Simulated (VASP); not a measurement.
Here is a VASP 6.6.1 calculation.

File INCAR:

```
PREC = Accurate ; ENCUT = 520
EDIFF = 1E-6 ; ISMEAR = 0
SIGMA = 0.05 ; LREAL = F
LASPH = T ; NELM = 60
ALGO = Normal ; ISIF = 2
LWAVE = F ; LCHARG = F
GGA = PE ; NBANDS = 16
```

File KPOINTS:

```
Automatic mesh
0
Gamma
  10 10 10
```

The input POSCAR:

```
HgTe
1.0
    0.0000000000      3.3242171039      3.3242171039
    3.3242171039      0.0000000000      3.3242171039
    3.3242171039      3.3242171039      0.0000000000
Hg Te
1 1
Direct
    0.0000000000      0.0000000000      0.0000000000
    0.2500000000      0.2500000000      0.2500000000
```

Potentials or basis: VASP PAW PBE potentials, release 64 (Hg, Te).

Run with:

```sh
$ cat potpaw_PBE.64/Hg/POTCAR potpaw_PBE.64/Te/POTCAR > POTCAR
$ mpirun -np 1 vasp_std > vasp.out
```

Question: What does it give for the pressure?

Answer: 0.1 GPa.

Question: Predict the band gap on the k mesh.

Answer: Zero (filled and empty bands touch).

Caveat: semilocal functionals underestimate gaps, and a narrow one can read as zero; spin-orbit coupling is left out, which moves the levels of the heavy elements.
